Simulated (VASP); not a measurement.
# Pb (Fd-3m) in VASP: settings compared

Pb is run at these levels: PBEsol, r2SCAN; tasks: single point.

Everything below comes from runs of VASP 6.6.1. Logs are shortened: lines on timing, memory, paths and dates and some standing lists are left out, and cuts for length are marked.

## 1. The cell of the first run

Symmetry: Fd-3m, No. 227, cubic system. Conventional cell: a = 6.785 Å, b = 6.785 Å, c = 6.785 Å, α = 90.00°, β = 90.00°, γ = 90.00°. Within 3.9 Å of Pb (site symmetry -43m) lie 4 Pb at 2.94 Å.

This isn't the form of Pb at room conditions, which is fcc.

## 2. Single point, PBEsol

INCAR reads:

```
  PREC = Accurate
  ENCUT = 520
  EDIFF = 1E-6
  ISMEAR = -1
  SIGMA = 0.05
  LREAL = False
  LASPH = True
  NELM = 80
  ALGO = Normal
  ISIF = 2
  LWAVE = False
  LCHARG = False
  GGA = PS
  NBANDS = 21
```

KPOINTS reads:

```
regular mesh
0
Gamma
  7 7 7
```

POSCAR reads:

```
Pb
1.0
    0.0000000000      3.3925213842      3.3925213842
    3.3925213842      0.0000000000      3.3925213842
    3.3925213842      3.3925213842      0.0000000000
Pb
2
Direct
    0.2500000000      0.2500000000      0.2500000000
    0.0000000000      0.0000000000      0.0000000000
```

Potentials or basis: VASP PAW PBE potentials, release 64 (Pb_d).

Started as:

```sh
$ cat potpaw_PBE.64/Pb_d/POTCAR > POTCAR
$ mpirun -np 1 vasp_std > vasp.out
```

OUTCAR:

```text
PREC = Accurate
   ENCUT = 520
   EDIFF = 1E-6
   ISMEAR = -1
   LREAL = False
   LASPH = True
   NELM = 80
   ISIF = 2
   GGA = PS

 ion  position               nearest neighbor table
   1  0.250  0.250  0.250-   2 2.94   2 2.94   2 2.94   2 2.94
   2  0.000  0.000  0.000-   1 2.94   1 2.94   1 2.94   1 2.94

  LATTYP: Found a face centered cubic cell.
 ALAT       =     6.7850427684

  Lattice vectors:

 A1 = (   0.0000000000,   3.3925213842,   3.3925213842)
 A2 = (   3.3925213842,   0.0000000000,   3.3925213842)
 A3 = (   3.3925213842,   3.3925213842,   0.0000000000)

Analysis of symmetry for initial positions (statically):
=====================================================================
 Subroutine PRICEL returns:
 Original cell was already a primitive cell.

 Routine SETGRP: Setting up the symmetry group for a
 face centered cubic supercell.

 Subroutine GETGRP returns: Found 48 space group operations
 (whereof 24 operations were pure point group operations)
 out of a pool of 48 trial point group operations.

The static configuration has the point symmetry T_d .
 The point group associated with its full space group is O_h .

Analysis of symmetry for dynamics (positions and initial velocities):
=====================================================================
 Subroutine PRICEL returns:
 Original cell was already a primitive cell.

 Routine SETGRP: Setting up the symmetry group for a
 face centered cubic supercell.

 Subroutine GETGRP returns: Found 48 space group operations
 (whereof 24 operations were pure point group operations)
 out of a pool of 48 trial point group operations.

The dynamic configuration has the point symmetry T_d .
 The point group associated with its full space group is O_h .

 Subroutine INISYM returns: Found 48 space group operations
 (whereof 24 operations are pure point group operations),
 and found     1 'primitive' translations

----------------------------------------------------------------------------------------

                                     Primitive cell

  volume of cell :      78.0904

  direct lattice vectors                    reciprocal lattice vectors
     0.000000000  3.392521384  3.392521384    -0.147383006  0.147383006  0.147383006
     3.392521384  0.000000000  3.392521384     0.147383006 -0.147383006  0.147383006
     3.392521384  3.392521384  0.000000000     0.147383006  0.147383006 -0.147383006

  length of vectors
     4.797749752  4.797749752  4.797749752     0.255274855  0.255274855  0.255274855

  position of ions in fractional coordinates (direct lattice)
     0.250000000  0.250000000  0.250000000
     0.000000000  0.000000000  0.000000000

  ion indices of the primitive-cell ions
   primitive index   ion index
                 1           1
                 2           2

----------------------------------------------------------------------------------------

 KPOINTS: regular mesh

Automatic generation of k-mesh.
 Grid dimensions read from file:
 generate k-points for:    7    7    7

 Generating k-lattice:

  Cartesian coordinates                     Fractional coordinates (reciprocal lattice)
    -0.021054715  0.021054715  0.021054715     0.142857143  0.000000000  0.000000000
     0.021054715 -0.021054715  0.021054715     0.000000000  0.142857143  0.000000000
     0.021054715  0.021054715 -0.021054715     0.000000000  0.000000000  0.142857143

  Length of vectors
     0.036467836  0.036467836  0.036467836

  Shift w.r.t. Gamma in fractional coordinates (k-lattice)
     0.000000000  0.000000000  0.000000000

 Subroutine IBZKPT returns following result:
 ===========================================

 Found     20 irreducible k-points:

 Following reciprocal coordinates:
            Coordinates               Weight
  0.000000  0.000000  0.000000      1.000000
  0.142857  0.000000  0.000000      8.000000
  0.285714  0.000000  0.000000      8.000000
  0.428571  0.000000  0.000000      8.000000
  0.142857  0.142857  0.000000      6.000000
  0.285714  0.142857  0.000000     24.000000
[... 12 lines left out ...]
 -0.428571  0.428571  0.142857     24.000000
 -0.285714  0.428571  0.142857     24.000000
   k-points           NKPTS =     20   k-points in BZ     NKDIM =     20   number of bands    NBANDS=     21
   number of dos      NEDOS =    301   number of ions     NIONS =      2
   total plane-waves  NPLWV =  46656
   dimension x,y,z NGX =    36 NGY =   36 NGZ =   36
   dimension x,y,z NGXF=    72 NGYF=   72 NGZF=   72
   ions per type =               2
   NGX,Y,Z   is equivalent  to a cutoff of  12.47, 12.47, 12.47 a.u.
   NGXF,Y,Z  is equivalent  to a cutoff of  24.95, 24.95, 24.95 a.u.
 SYSTEM =  unknown system
   PREC   = accura    normal or accurate (medium, high low for compatibility)
   ISTART =      0    job   : 0-new  1-cont  2-samecut
   ICHARG =      2    charge: 1-file 2-atom 10-const
   ISPIN  =      1    spin polarized calculation?
   LNONCOLLINEAR =      F non collinear calculations
   LSORBIT =      F    spin-orbit coupling
   LASPH  =      T    aspherical Exc in radial PAW
   ENCUT  =  520.0 eV  38.22 Ry    6.18 a.u.   8.92  8.92  8.92*2*pi/ulx,y,z
   NELM   =     80;   NELMIN=  2; NELMDL= -5     # of ELM steps
   EDIFF  = 0.1E-05   stopping-criterion for ELM
   LREAL  =      F    real-space projection
   EDIFFG = 0.1E-04   stopping-criterion for IOM
   NSW    =      0    number of steps for IOM
   IBRION =     -1    ionic relax: 0-MD 1-quasi-New 2-CG
   NFREE  =      0    steps in history (QN), initial steepest desc. (CG)
   ISIF   =      2    stress and relaxation
   ISYM   =      2    0-nonsym 1-usesym 2-fastsym
   POTIM  = 0.5000    time-step for ionic-motion
   TEBEG  =    0.0;   TEEND  =   0.0 temperature during run
   PSTRESS=    0.0 pullay stress
   NELECT =      28.0000    total number of electrons
   NUPDOWN=      -1.0000    fix difference up-down
   EMIN   =  10.00;   EMAX   =-10.00  energy-range for DOS
   EFERMI =   0.00;   METHOD = LEGACY
   ISMEAR =    -1;   SIGMA  =   0.05  broadening in eV -4-tet -1-fermi 0-gaus
   EFERMI_NEDOS =   21; number of points for ismear=-14 and -15
   IALGO  =     38    algorithm
   IMIX   =      4    mixing-type and parameters
     AMIX     =   0.40;   BMIX     =  1.00
     AMIX_MAG =   1.60;   BMIX_MAG =  1.00
  volume/ion in A,a.u.               =      39.05       263.49
  Fermi-wavevector in a.u.,A,eV,Ry     =   1.163041  2.197828 18.404107  1.352664
  Thomas-Fermi vector in A             =   2.299595
   LORBIT       =      0    0 simple, 1 ext, 2 COOP (PROOUT), +10 PAW based schemes
   GGA     = PS    functional components
   LHFCALC =     F    Hartree Fock is set to
   AEXX    =    0.0000 exact exchange contribution
   IVDW    =     0    specifies the selected vdW correction
   LEPSILON=     F    determine dielectric tensor
   LRPA    =     F    only Hartree local field effects (RPA)
 non-spin polarized calculation
  energy-cutoff  :      520.00
  volume of cell :       78.09
 maximum number of plane-waves:      2126
   NGX = 17   NGY = 17   NGZ = 17

 number of electron      28.0000007 magnetization

 Free energy of the ion-electron system (eV)
  ---------------------------------------------------
  ext. energy  EPLUGINS =         0.00000000
  ---------------------------------------------------
  free energy    TOTEN  =        -7.32558963 eV

  energy without entropy =       -7.31956220  energy(sigma->0) =       -7.32257591

 E-fermi :   4.5426     XC(G=0):  -8.7953

 val. band max:        4.5067932454   @ k =  -0.1429   0.1429   0.0000
 cond. band min:       4.5707628106   @ k =   0.1429   0.0000   0.0000
 fundamental gap:      0.0639695652
 Fermi energy:         4.5426465647

 k-point     1 :       0.0000    0.0000    0.0000
  band No.  band energies     occupation
      1     -12.6747      2.00000
      2     -12.6747      2.00000
      3     -12.6747      2.00000
      4     -12.5894      2.00000
      5     -12.5894      2.00000
      6     -12.1102      2.00000
[... 13 lines left out ...]
     20      12.5019      0.00000
     21      12.5019      0.00000

 k-point     2 :       0.1429    0.0000    0.0000
  band No.  band energies     occupation
      1     -12.6955      2.00000
      2     -12.6955      2.00000
      3     -12.6699      2.00000
      4     -12.5591      2.00000
      5     -12.5591      2.00000
      6     -12.1423      2.00000
[... 13 lines left out ...]
     20      11.8032      0.00000
     21      11.8032      0.00000

 k-point     3 :       0.2857    0.0000    0.0000
  band No.  band energies     occupation
      1     -12.7183      2.00000
      2     -12.7183      2.00000
      3     -12.6587      2.00000
      4     -12.5178      2.00000
      5     -12.5178      2.00000
      6     -12.1753      2.00000
[... 13 lines left out ...]
     20      11.8028      0.00000
     21      11.8028      0.00000

 k-point     4 :       0.4286    0.0000    0.0000
  band No.  band energies     occupation
      1     -12.7273      2.00000
      2     -12.7273      2.00000
      3     -12.6492      2.00000
      4     -12.4981      2.00000
      5     -12.4981      2.00000
      6     -12.1880      2.00000
[... 13 lines left out ...]
     20      12.7408      0.00000
     21      12.7408      0.00000

 k-point     5 :       0.1429    0.1429    0.0000
  band No.  band energies     occupation
      1     -12.6936      2.00000
      2     -12.6907      2.00000
      3     -12.6907      2.00000
      4     -12.5637      2.00000
      5     -12.5266      2.00000
      6     -12.2093      2.00000
[... 13 lines left out ...]
     20      10.6333      0.00000
     21      12.9857      0.00000
[... 286 lines left out ...]
     20      12.3232      0.00000
     21      13.0968      0.00000

 k-point    18 :      -0.4286    0.2857    0.1429
  band No.  band energies     occupation
      1     -12.7744      2.00000
      2     -12.7525      2.00000
      3     -12.5767      2.00000
      4     -12.4498      2.00000
      5     -12.4006      2.00000
      6     -12.3389      2.00000
[... 13 lines left out ...]
     20      12.7294      0.00000
     21      13.1246      0.00000

 k-point    19 :      -0.4286    0.4286    0.1429
  band No.  band energies     occupation
      1     -12.7670      2.00000
      2     -12.7640      2.00000
      3     -12.5662      2.00000
      4     -12.4591      2.00000
      5     -12.3935      2.00000
      6     -12.3105      2.00000
[... 13 lines left out ...]
     20      13.1395      0.00000
     21      14.3756      0.00000

 k-point    20 :      -0.2857    0.4286    0.1429
  band No.  band energies     occupation
      1     -12.7849      2.00000
      2     -12.7654      2.00000
      3     -12.5299      2.00000
      4     -12.4252      2.00000
      5     -12.3794      2.00000
      6     -12.3302      2.00000
[... 13 lines left out ...]
     20      13.2115      0.00000
     21      14.4543      0.00000

------------------------ aborting loop because EDIFF is reached ----------------------------------------

  FORCE on cell =-STRESS in cart. coord.  units (eV):
  Direction    XX          YY          ZZ          XY          YZ          ZX
  --------------------------------------------------------------------------------------
  -------------------------------------------------------------------------------------
  Total        0.9045472      0.9045472      0.9045472      0.0000000      0.0000000     -0.0000000
  in kB       18.5585492     18.5585492     18.5585492      0.0000000      0.0000000     -0.0000000
  external PRESSURE =      18.5585492 kB  Pullay stress =       0.0000000 kB

 VOLUME and BASIS-vectors are now :
 -----------------------------------------------------------------------------
  energy-cutoff  :      520.00
  volume of cell :       78.09
      direct lattice vectors                 reciprocal lattice vectors
     0.000000000  3.392521384  3.392521384    -0.147383006  0.147383006  0.147383006
     3.392521384  0.000000000  3.392521384     0.147383006 -0.147383006  0.147383006
     3.392521384  3.392521384  0.000000000     0.147383006  0.147383006 -0.147383006

 POSITION                                       TOTAL-FORCE (eV/Angst)
 -----------------------------------------------------------------------------------
      1.69626      1.69626      1.69626        -0.000000     -0.000000     -0.000000
      0.00000      0.00000      0.00000         0.000000      0.000000      0.000000
 -----------------------------------------------------------------------------------
    total drift:                                0.000000      0.000000      0.000000

  FREE ENERGIE OF THE ION-ELECTRON SYSTEM (eV)
  ---------------------------------------------------
  free  energy   TOTEN  =        -7.3255896284 eV

  energy  without entropy=       -7.3195621964  energy(sigma->0) =       -7.32257591
```

It took 26 s on 1 thread of Intel Xeon 8259CL, shared host; peak memory 0.21 GiB.

Results:

- Free energy: -7.3256 eV
- Pressure: 1.9 GPa
- Band gap on the k mesh: zero (bands 14 and 15 overlap by 1.18 eV)

Caveat: the PAW data sets were made with another functional, which shifts forces and pressure a little; spin-orbit coupling is left out, which moves the levels of the heavy elements.

## 3. Single point, r2SCAN

This run uses another cell than the first one, of 39.86 Å³/atom.

POSCAR reads:

```
Pb
1.0
    0.0000000000      3.4159188228      3.4159188228
    3.4159188228      0.0000000000      3.4159188228
    3.4159188228      3.4159188228      0.0000000000
Pb
2
Direct
    0.2500000000      0.2500000000      0.2500000000
    0.0000000000      0.0000000000      0.0000000000
```

INCAR.step1 reads:

```
SYSTEM = Pb
PREC = Accurate ; ENCUT = 520
ISMEAR = -1 ; SIGMA = 0.05
LREAL = .False. ; LASPH = .True.
NELM = 100 ; NBANDS = 21
GGA = PE ; ALGO = Normal
EDIFF = 1E-4 ; LWAVE = .True.
LCHARG = .False.
```

INCAR.step2 reads:

```
SYSTEM = Pb
PREC = Accurate ; ENCUT = 520
EDIFF = 1E-6 ; ISMEAR = -1
SIGMA = 0.05 ; LREAL = .False.
LASPH = .True. ; NELM = 100
ALGO = Normal ; ISIF = 2
LWAVE = .False. ; LCHARG = .True.
METAGGA = R2SCAN ; LMIXTAU = .True.
LELF = .True. ; LVHAR = .True.
NBANDS = 21 ; ISTART = 1
```

KPOINTS reads:

```
regular mesh
0
Gamma
  7 7 7
  0 0 0
```

Potentials or basis: VASP PAW PBE potentials, release 64 (Pb_d).

Started as:

```sh
$ cat potpaw_PBE.64/Pb_d/POTCAR > POTCAR
$ cp INCAR.step1 INCAR
$ mpirun -np 1 vasp_std > vasp.out
$ cp INCAR.step2 INCAR
$ mpirun -np 1 vasp_std > vasp.out
```

OUTCAR:

```text
SYSTEM = Pb
   PREC = Accurate
   ENCUT = 520
   EDIFF = 1E-6
   ISMEAR = -1
   LREAL = .False.
   LASPH = .True.
   NELM = 100
   ISIF = 2
   METAGGA = R2SCAN
   ISTART = 1

 ion  position               nearest neighbor table
   1  0.250  0.250  0.250-   2 2.96   2 2.96   2 2.96   2 2.96
   2  0.000  0.000  0.000-   1 2.96   1 2.96   1 2.96   1 2.96

  LATTYP: Found a face centered cubic cell.
 ALAT       =     6.8318376456

  Lattice vectors:

 A1 = (   0.0000000000,   3.4159188228,   3.4159188228)
 A2 = (   3.4159188228,   0.0000000000,   3.4159188228)
 A3 = (   3.4159188228,   3.4159188228,   0.0000000000)

Analysis of symmetry for initial positions (statically):
=====================================================================
 Subroutine PRICEL returns:
 Original cell was already a primitive cell.

 Routine SETGRP: Setting up the symmetry group for a
 face centered cubic supercell.

 Subroutine GETGRP returns: Found 48 space group operations
 (whereof 24 operations were pure point group operations)
 out of a pool of 48 trial point group operations.
[... 153 lines left out ...]
  ext. energy  EPLUGINS =         0.00000000
  ---------------------------------------------------
  free energy    TOTEN  =      -112.18184272 eV

  energy without entropy =     -112.17632999  energy(sigma->0) =     -112.17908636

 E-fermi :   4.3725     XC(G=0):  -9.1528

 val. band max:        4.3166630941   @ k =  -0.1429   0.1429   0.0000
 cond. band min:       4.4332363987   @ k =   0.1429   0.0000   0.0000
 fundamental gap:      0.1165733046
 Fermi energy:         4.3725060475

 k-point     1 :       0.0000    0.0000    0.0000
  band No.  band energies     occupation
      1     -13.4462      2.00000
      2     -13.4462      2.00000
      3     -13.4462      2.00000
      4     -13.3604      2.00000
      5     -13.3604      2.00000
      6     -12.8805      2.00000
[... 469 lines left out ...]
     20      13.4838      0.00000
     21      14.7266      0.00000

------------------------ aborting loop because EDIFF is reached ----------------------------------------

  FORCE on cell =-STRESS in cart. coord.  units (eV):
  Direction    XX          YY          ZZ          XY          YZ          ZX
  --------------------------------------------------------------------------------------
  -------------------------------------------------------------------------------------
  Total        0.8975285      0.8975285      0.8975285     -0.0000000      0.0000000     -0.0000000
  in kB       18.0387398     18.0387398     18.0387398     -0.0000000      0.0000000     -0.0000000
  external PRESSURE =      18.0387398 kB  Pullay stress =       0.0000000 kB

 VOLUME and BASIS-vectors are now :
 -----------------------------------------------------------------------------
  energy-cutoff  :      520.00
  volume of cell :       79.72
      direct lattice vectors                 reciprocal lattice vectors
     0.000000000  3.415918823  3.415918823    -0.146373502  0.146373502  0.146373502
     3.415918823  0.000000000  3.415918823     0.146373502 -0.146373502  0.146373502
     3.415918823  3.415918823  0.000000000     0.146373502  0.146373502 -0.146373502

 POSITION                                       TOTAL-FORCE (eV/Angst)
 -----------------------------------------------------------------------------------
      1.70796      1.70796      1.70796         0.000000      0.000000      0.000000
      0.00000      0.00000      0.00000        -0.000000     -0.000000     -0.000000
 -----------------------------------------------------------------------------------
    total drift:                                0.000000      0.000000      0.000000

  FREE ENERGIE OF THE ION-ELECTRON SYSTEM (eV)
  ---------------------------------------------------
  free  energy   TOTEN  =      -112.1818427212 eV

  energy  without entropy=     -112.1763299910  energy(sigma->0) =     -112.17908636
```

OSZICAR.step1:

```text
N       E                     dE             d eps       ncg     rms          rms(c)
DAV:   1     0.299322909792E+03    0.29932E+03   -0.13907E+04   840   0.148E+03
DAV:   2     0.160430939347E+02   -0.28328E+03   -0.27688E+03   855   0.400E+02
DAV:   3    -0.574082092753E+01   -0.21784E+02   -0.21655E+02  1018   0.139E+02
DAV:   4    -0.651750967535E+01   -0.77669E+00   -0.77628E+00   980   0.310E+01
DAV:   5    -0.656347829535E+01   -0.45969E-01   -0.45968E-01  1271   0.681E+00    0.154E+00
DAV:   6    -0.654149182959E+01    0.21986E-01   -0.31443E-02  1184   0.236E+00    0.890E-01
DAV:   7    -0.653335462102E+01    0.81372E-02   -0.28649E-02  1157   0.221E+00    0.164E-01
DAV:   8    -0.653455757084E+01   -0.12029E-02   -0.49606E-03   988   0.796E-01    0.388E-02
DAV:   9    -0.653480588812E+01   -0.24832E-03   -0.45292E-04   829   0.268E-01    0.206E-02
DAV:  10    -0.653482507665E+01   -0.19189E-04   -0.66375E-05   763   0.102E-01
   1 F= -.65348251E+01 E0= -.65318052E+01  d E =-.603974E-02
```

Wall time 2.1 min (1 thread of Intel Xeon 8259CL, shared host); peak memory 0.22 GiB.

Results:

| Property | Result |
| --- | --- |
| Free energy | -112.1818 eV |
| Pressure | 1.8 GPa |
| Band gap on the k mesh | zero (bands 14 and 15 overlap by 1.20 eV) |

Caveat: the PAW data sets were made with another functional, which shifts forces and pressure a little; spin-orbit coupling is left out, which moves the levels of the heavy elements.
